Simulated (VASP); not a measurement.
# Pt: single point with PBE

Crystal: Pt.

```
Pt
1.0
     2.71030    0.00000    0.00000
    -1.35515    2.34719    0.00000
     0.00000    0.00000    4.90090
Pt
2
Direct
  0.66667 0.33333 0.75000
  0.33333 0.66667 0.25000
```

| Property | Result |
| --- | --- |
| Program | VASP 6.6.1 |
| Task | single point |
| Functional | PBE |
| Potentials or basis | VASP PAW PBE potentials, release 64 (Pt) |
| Cutoff | 520 eV |
| k mesh | 18 × 18 × 10 |
| Occupations | gaussian, width 0.15 eV |
| Spin | no spin polarisation |

```json
{
  "Pressure": "3.8 GPa",
  "Band gap on the k mesh": "zero (band 10 reaches 11.26 eV, above the bottom of band 11 at 9.87 eV)"
}
```

Stress tensor (GPa, compression positive):
```
 7.34  0.00  0.00
 0.00  7.34  0.00
 0.00  0.00 -3.14
```

Levels at points of the mesh, in eV from the Fermi level:
```
           k point  band 8  band 9  band 10  band 11  band 12  band 13
(0.00, 0.00, 0.00)   -1.55   -1.55    -1.02    -0.18    -0.18     4.26
(0.50, 0.00, 0.00)   -0.10    0.51     0.67     2.37     3.93     7.33
(0.00, 0.00, 0.50)   -3.47   -0.72    -0.72    -0.72    -0.72    11.14
(0.50, 0.00, 0.50)   -0.86    0.60     0.60     1.72     1.72     6.79
```

Run time: 32 s on 1 thread of Intel(R) Xeon(R) Platinum 8481C CPU @ 2.70GHz (Sapphire Rapids), on a shared host, peak memory 0.21 GiB.

Caveat: spin-orbit coupling is left out, which moves the levels of the heavy elements.
